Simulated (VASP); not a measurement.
# Cu3HAu (Pm-3m) in VASP: further runs

The runs below take Cu3HAu through single point, relaxation of cell and atoms, with PBE.

Everything below comes from runs of VASP 6.6.1. Logs are shortened: lines on timing, memory, paths and dates and some standing lists are left out, and cuts for length are marked.

## 1. The cell of the first run

Symmetry: Pm-3m, No. 221, cubic system. The conventional cell has a = 3.834 Å, b = 3.834 Å, c = 3.834 Å, α = 90.00°, β = 90.00°, γ = 90.00°. Within 2.5 Å of Cu (site symmetry 4/mmm) lie 2 H at 1.92 Å. Au (site symmetry m-3m) has 12 Cu at 2.71 Å and 8 H at 3.32 Å within 3.6 Å. H (site symmetry m-3m) has 6 Cu at 1.92 Å within 2.5 Å.

## 2. Single point, PBE

Input file INCAR:

```
SYSTEM = Cu3HAu
PREC = Accurate
ENCUT = 600
EDIFF = 1E-6
ISMEAR = 0
SIGMA = 0.1
LREAL = .False.
LASPH = .True.
NELM = 120
ALGO = Normal
ISIF = 2
LWAVE = .False.
LCHARG = .True.
GGA = PE
LELF = .True.
LVHAR = .True.
NBANDS = 30
GGA_COMPAT = .False.
```

Input file KPOINTS:

```
regular mesh
0
Gamma
  8 8 8
  0 0 0
```

Input file POSCAR:

```
Cu3HAu
1.0
    3.8342512347      0.0000000000      0.0000000000
    0.0000000000      3.8342512347      0.0000000000
    0.0000000000      0.0000000000      3.8342512347
Cu Au H
3 1 1
Direct
    1.0000000000      0.5000000000      0.5000000000
    0.5000000000      1.0000000000      0.5000000000
    0.5000000000      0.5000000000      1.0000000000
    0.0000000000      1.0000000000      1.0000000000
    0.5000000000      0.5000000000      0.5000000000
```

Potentials or basis: VASP PAW PBE potentials, release 64 (Cu, Au, H).

Started as:

```console
> cat potpaw_PBE.64/Cu/POTCAR potpaw_PBE.64/Au/POTCAR potpaw_PBE.64/H/POTCAR > POTCAR
> mpirun -np 1 vasp_std > vasp.out
```

OUTCAR:

```text
SYSTEM = Cu3HAu
   PREC = Accurate
   ENCUT = 600
   EDIFF = 1E-6
   ISMEAR = 0
   LREAL = .False.
   LASPH = .True.
   NELM = 120
   ISIF = 2
   GGA = PE

 ion  position               nearest neighbor table
   1  0.000  0.500  0.500-   2 2.71   3 2.71   4 2.71   3 2.71   4 2.71   2 2.71   4 2.71   4 2.71
                             2 2.71   3 2.71   3 2.71   2 2.71
   2  0.500  0.000  0.500-   1 2.71   3 2.71   4 2.71   3 2.71   4 2.71   1 2.71   3 2.71   3 2.71
                             1 2.71   4 2.71   4 2.71   1 2.71
   3  0.500  0.500  0.000-   1 2.71   2 2.71   4 2.71   1 2.71   2 2.71   2 2.71   4 2.71   2 2.71
                             1 2.71   4 2.71   1 2.71   4 2.71
   4  0.000  0.000  0.000-   1 2.71   2 2.71   3 2.71   1 2.71   2 2.71   1 2.71   3 2.71   1 2.71
                             2 2.71   3 2.71   2 2.71   3 2.71
   5  0.500  0.500  0.500-

  LATTYP: Found a simple cubic cell.
 ALAT       =     3.8342512347

  Lattice vectors:

 A1 = (   3.8342512347,   0.0000000000,   0.0000000000)
 A2 = (   0.0000000000,   3.8342512347,   0.0000000000)
 A3 = (   0.0000000000,   0.0000000000,   3.8342512347)

Analysis of symmetry for initial positions (statically):
=====================================================================
 Subroutine PRICEL returns:
 Original cell was already a primitive cell.

 Routine SETGRP: Setting up the symmetry group for a
 simple cubic supercell.

 Subroutine GETGRP returns: Found 48 space group operations
 (whereof 48 operations were pure point group operations)
 out of a pool of 48 trial point group operations.

The static configuration has the point symmetry O_h .

Analysis of symmetry for dynamics (positions and initial velocities):
=====================================================================
 Subroutine PRICEL returns:
 Original cell was already a primitive cell.

 Routine SETGRP: Setting up the symmetry group for a
 simple cubic supercell.

 Subroutine GETGRP returns: Found 48 space group operations
 (whereof 48 operations were pure point group operations)
 out of a pool of 48 trial point group operations.

The dynamic configuration has the point symmetry O_h .

 Subroutine INISYM returns: Found 48 space group operations
 (whereof 48 operations are pure point group operations),
 and found     1 'primitive' translations

----------------------------------------------------------------------------------------

                                     Primitive cell

  volume of cell :      56.3692

  direct lattice vectors                    reciprocal lattice vectors
     3.834251235  0.000000000  0.000000000     0.260807114  0.000000000  0.000000000
     0.000000000  3.834251235  0.000000000     0.000000000  0.260807114  0.000000000
     0.000000000  0.000000000  3.834251235     0.000000000  0.000000000  0.260807114

  length of vectors
     3.834251235  3.834251235  3.834251235     0.260807114  0.260807114  0.260807114

  position of ions in fractional coordinates (direct lattice)
     0.000000000  0.500000000  0.500000000
     0.500000000  0.000000000  0.500000000
     0.500000000  0.500000000  0.000000000
     0.000000000  0.000000000  0.000000000
     0.500000000  0.500000000  0.500000000

  ion indices of the primitive-cell ions
   primitive index   ion index
                 1           1
                 2           2
                 3           3
                 4           4
                 5           5

----------------------------------------------------------------------------------------

 KPOINTS: regular mesh

Automatic generation of k-mesh.
 Grid dimensions read from file:
 generate k-points for:    8    8    8

 Generating k-lattice:

  Cartesian coordinates                     Fractional coordinates (reciprocal lattice)
     0.032600889  0.000000000  0.000000000     0.125000000  0.000000000  0.000000000
     0.000000000  0.032600889  0.000000000     0.000000000  0.125000000  0.000000000
     0.000000000  0.000000000  0.032600889     0.000000000  0.000000000  0.125000000

  Length of vectors
     0.032600889  0.032600889  0.032600889

  Shift w.r.t. Gamma in fractional coordinates (k-lattice)
     0.000000000  0.000000000  0.000000000

 Subroutine IBZKPT returns following result:
 ===========================================

 Found     35 irreducible k-points:

 Following reciprocal coordinates:
            Coordinates               Weight
  0.000000  0.000000  0.000000      1.000000
  0.125000  0.000000  0.000000      6.000000
  0.250000  0.000000  0.000000      6.000000
  0.375000  0.000000  0.000000      6.000000
  0.500000  0.000000  0.000000      3.000000
  0.125000  0.125000  0.000000     12.000000
[... 16 lines left out ...]
  0.375000  0.375000  0.125000     24.000000
  0.500000  0.375000  0.125000     24.000000
 [... further k-points ...]
   k-points           NKPTS =     35   k-points in BZ     NKDIM =     35   number of bands    NBANDS=     30
   number of dos      NEDOS =    301   number of ions     NIONS =      5
   total plane-waves  NPLWV =  32768
   dimension x,y,z NGX =    32 NGY =   32 NGZ =   32
   dimension x,y,z NGXF=    64 NGYF=   64 NGZF=   64
   ions per type =               3   1   1
   NGX,Y,Z   is equivalent  to a cutoff of  13.87, 13.87, 13.87 a.u.
   NGXF,Y,Z  is equivalent  to a cutoff of  27.75, 27.75, 27.75 a.u.
 SYSTEM =  Cu3HAu
   PREC   = accura    normal or accurate (medium, high low for compatibility)
   ISTART =      0    job   : 0-new  1-cont  2-samecut
   ICHARG =      2    charge: 1-file 2-atom 10-const
   ISPIN  =      1    spin polarized calculation?
   LNONCOLLINEAR =      F non collinear calculations
   LSORBIT =      F    spin-orbit coupling
   LASPH  =      T    aspherical Exc in radial PAW
   ENCUT  =  600.0 eV  44.10 Ry    6.64 a.u.   7.66  7.66  7.66*2*pi/ulx,y,z
   NELM   =    120;   NELMIN=  2; NELMDL= -5     # of ELM steps
   EDIFF  = 0.1E-05   stopping-criterion for ELM
   LREAL  =      F    real-space projection
[... 7 lines left out ...]
   TEBEG  =    0.0;   TEEND  =   0.0 temperature during run
   PSTRESS=    0.0 pullay stress
   NELECT =      45.0000    total number of electrons
   NUPDOWN=      -1.0000    fix difference up-down
   EMIN   =  10.00;   EMAX   =-10.00  energy-range for DOS
   EFERMI =   0.00;   METHOD = LEGACY
   ISMEAR =     0;   SIGMA  =   0.10  broadening in eV -4-tet -1-fermi 0-gaus
   EFERMI_NEDOS =   21; number of points for ismear=-14 and -15
   IALGO  =     38    algorithm
   IMIX   =      4    mixing-type and parameters
     AMIX     =   0.40;   BMIX     =  1.00
     AMIX_MAG =   1.60;   BMIX_MAG =  1.00
  volume/ion in A,a.u.               =      11.27        76.08
  Fermi-wavevector in a.u.,A,eV,Ry     =   1.518676  2.869881 31.380157  2.306377
  Thomas-Fermi vector in A             =   2.627765
   LORBIT       =      0    0 simple, 1 ext, 2 COOP (PROOUT), +10 PAW based schemes
   GGA     = PE    functional components
   LHFCALC =     F    Hartree Fock is set to
   AEXX    =    0.0000 exact exchange contribution
   IVDW    =     0    specifies the selected vdW correction
   LEPSILON=     F    determine dielectric tensor
   LRPA    =     F    only Hartree local field effects (RPA)
 non-spin polarized calculation
 Gauss-broadening in eV      SIGMA  =   0.10
  energy-cutoff  :      600.00
  volume of cell :       56.37
 maximum number of plane-waves:      1924
 NGX is ok and might be reduce to    32
   NGX = 15   NGY = 15   NGZ = 15

 number of electron      44.9999976 magnetization

 Free energy of the ion-electron system (eV)
  ---------------------------------------------------
  ext. energy  EPLUGINS =         0.00000000
  ---------------------------------------------------
  free energy    TOTEN  =       -17.55701582 eV

  energy without entropy =      -17.54906436  energy(sigma->0) =      -17.55304009

 E-fermi :   8.0110     XC(G=0): -12.5278

 val. band max:        7.9924637395   @ k =   0.3750   0.2500   0.2500
 cond. band min:       8.0489683124   @ k =   0.5000   0.3750   0.3750
 fundamental gap:      0.0565045729
 Fermi energy:         8.0110068352

 k-point     1 :       0.0000    0.0000    0.0000
  band No.  band energies     occupation
      1      -2.6212      2.00000
      2       1.5008      2.00000
      3       1.8944      2.00000
      4       1.8944      2.00000
      5       2.6057      2.00000
      6       2.6057      2.00000
[... 22 lines left out ...]
     29      18.3611      0.00000
     30      18.3611      0.00000

 k-point     2 :       0.1250    0.0000    0.0000
  band No.  band energies     occupation
      1      -2.4635      2.00000
      2       1.5209      2.00000
      3       1.9613      2.00000
      4       1.9903      2.00000
      5       2.6444      2.00000
      6       2.6473      2.00000
[... 22 lines left out ...]
     29      17.9792      0.00000
     30      17.9825      0.00000

 k-point     3 :       0.2500    0.0000    0.0000
  band No.  band energies     occupation
      1      -2.0130      2.00000
      2       1.4113      2.00000
      3       2.1349      2.00000
      4       2.3582      2.00000
      5       2.7465      2.00000
      6       2.7644      2.00000
[... 22 lines left out ...]
     29      16.5445      0.00000
     30      17.4264      0.00000

 k-point     4 :       0.3750    0.0000    0.0000
  band No.  band energies     occupation
      1      -1.3690      2.00000
      2       1.0101      2.00000
      3       2.3305      2.00000
      4       2.8661      2.00000
      5       2.9194      2.00000
      6       2.9194      2.00000
[... 616 lines left out ...]
     29      17.8267      0.00000
     30      18.2295      0.00000

 k-point    23 :       0.3750    0.3750    0.1250
  band No.  band energies     occupation
      1      -0.3754      2.00000
      2       1.9200      2.00000
      3       2.5555      2.00000
      4       2.6958      2.00000
      5       2.9769      2.00000
      6       3.2299      2.00000
[... 22 lines left out ...]
     29      17.2839      0.00000
     30      19.1386      0.00000

 k-point    24 :       0.5000    0.3750    0.1250
  band No.  band energies     occupation
      1      -0.1624      2.00000
      2       1.9818      2.00000
      3       2.5237      2.00000
      4       2.7932      2.00000
      5       2.9353      2.00000
      6       3.2489      2.00000
[... 22 lines left out ...]
     29      16.2591      0.00000
     30      18.8138      0.00000

 [... further k-points ...]
[... 5 lines left out ...]
  --------------------------------------------------------------------------------------
  -------------------------------------------------------------------------------------
  Total        0.0900869      0.0900869      0.0900869     -0.0000000     -0.0000000      0.0000000
  in kB        2.5605330      2.5605330      2.5605330     -0.0000000     -0.0000000      0.0000000
  external PRESSURE =       2.5605330 kB  Pullay stress =       0.0000000 kB

 VOLUME and BASIS-vectors are now :
 -----------------------------------------------------------------------------
  energy-cutoff  :      600.00
  volume of cell :       56.37
      direct lattice vectors                 reciprocal lattice vectors
     3.834251235  0.000000000  0.000000000     0.260807114  0.000000000  0.000000000
     0.000000000  3.834251235  0.000000000     0.000000000  0.260807114  0.000000000
     0.000000000  0.000000000  3.834251235     0.000000000  0.000000000  0.260807114

 POSITION                                       TOTAL-FORCE (eV/Angst)
 -----------------------------------------------------------------------------------
      0.00000      1.91713      1.91713         0.000000      0.000000      0.000000
      1.91713      0.00000      1.91713         0.000000      0.000000      0.000000
      1.91713      1.91713      0.00000         0.000000      0.000000      0.000000
      0.00000      0.00000      0.00000         0.000000      0.000000      0.000000
      1.91713      1.91713      1.91713         0.000000      0.000000      0.000000
 -----------------------------------------------------------------------------------
    total drift:                                0.000000     -0.000000     -0.000000

  FREE ENERGIE OF THE ION-ELECTRON SYSTEM (eV)
  ---------------------------------------------------
  free  energy   TOTEN  =       -17.5570158174 eV

  energy  without entropy=      -17.5490643646  energy(sigma->0) =      -17.55304009
```

Run time: 25 s. Hardware: 1 thread of Intel Xeon 6975P-C (Granite Rapids), shared host; peak memory 0.21 GiB.

Results:

| Property | Result |
| --- | --- |
| Free energy | -17.5570 eV |
| Pressure | 0.3 GPa |
| Band gap on the k mesh | zero (an odd number of electrons rules out a gap without spin polarisation) |

Levels at points of the mesh, in eV from the Fermi level:
```
           k point  band 18  band 19  band 20  band 21  band 22  band 23  band 24  band 25  band 26  band 27
(0.00, 0.00, 0.00)    -1.99    -1.71    -1.71    -1.71     0.63     0.63     0.63     2.14     6.52     6.52
(0.50, 0.00, 0.00)    -2.58    -2.36    -2.27    -1.99    -1.71     3.08     5.19     5.19     5.22     5.22
(0.50, 0.50, 0.00)    -2.66    -2.55    -2.51    -1.25    -1.06    -1.06    -0.80     6.35     6.86     8.46
(0.50, 0.50, 0.50)    -2.05    -2.05    -1.95    -1.95    -1.16    -1.16    -1.16     1.88     3.09     3.09
```

Caveat: spin-orbit coupling is left out, which moves the levels of the heavy elements.

[end of part 1 of 2]
